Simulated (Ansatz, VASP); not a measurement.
## One calculation of AlN, two programs

File INCAR:

```
  PREC = Accurate
  ENCUT = 520
  EDIFF = 1E-6
  ISMEAR = 0
  SIGMA = 0.05
  LREAL = F
  LASPH = T
  NELM = 60
  ALGO = Normal
  ISIF = 2
  LWAVE = F
  LCHARG = T
  GGA = CA
  LELF = T
  LVHAR = T
  NBANDS = 16
```

File KPOINTS:

```
Automatic mesh
0
Gamma
  9 9 6
```

The input POSCAR:

```
AlN
1.0
    3.0887424016      0.0000000000      0.0000000000
   -1.5443712008      2.6749293856      0.0000000000
    0.0000000000      0.0000000000      4.9437688231
Al N
2 2
Direct
    0.3087053244      0.6730967429      0.0015212672
    0.6912946756      0.3269032571      0.5015212672
    0.3553096998      0.6609289023      0.3834787328
    0.6446903002      0.3390710977      0.8834787328
```

Input for Ansatz:

```yaml
crystal:
  lattice:
    - [3.0887424016, 0.0, 0.0]
    - [-1.5443712008, 2.6749293856, 0.0]
    - [0.0, 0.0, 4.9437688231]
  atoms:
    - { symbol: Al, position: [0.3087053244, 0.6730967429, 0.0015212672] }
    - { symbol: Al, position: [0.6912946756, 0.3269032571, 0.5015212672] }
    - { symbol: "N", position: [0.3553096998, 0.6609289023, 0.3834787328] }
    - { symbol: "N", position: [0.6446903002, 0.3390710977, 0.8834787328] }
basis:
  ecutwfc: 520.0
kpoints:
  mp_grid: { grid: [9, 9, 6] }
hamiltonian:
  xc: lda
scf:
  occupations: { method: gaussian, width: 0.05 }
output:
  forces: true
  stress: true
  eigenvalues: true
```

Change from the starting cell: mode 4 frozen in at -0.086 Å and mode 5 at +0.017 Å (largest displacements).

Alike in both runs: task single point; functional LDA; k mesh 9 × 9 × 6; occupations gaussian, width 0.05 eV; no spin polarisation.

|  | VASP | Ansatz |
| --- | --- | --- |
| version | VASP 6.6.1 | Ansatz 0.2.0 |
| potentials or method | VASP PAW LDA potentials, release 64 (Al, N), cutoff 520 eV | scalar-relativistic, plane waves, PAW |
| valence electrons in the cell | 16 | 16 |

|  | VASP | Ansatz | Ansatz less VASP |
| --- | --- | --- | --- |
| gap on the k mesh at the Fermi level (eV) | 4.33 | 4.33 | -0.005 |
| least direct gap on the mesh (eV) | 4.33 | 4.33 | -0.005 |
| pressure (GPa) | 0.4 | -0.2 | -0.59 |
| traceless stress, the component that is largest in VASP (GPa) | -0.40 | -0.42 | -0.017 |
| rms of the force components (eV/Å) | 0.221 | 0.221 | +0.0002 |

LDA's correlation is that of Perdew and Zunger in VASP and of Perdew and Wang (1992) in Ansatz. Atom by atom the forces differ by 0.002 eV/Å (rms over components).
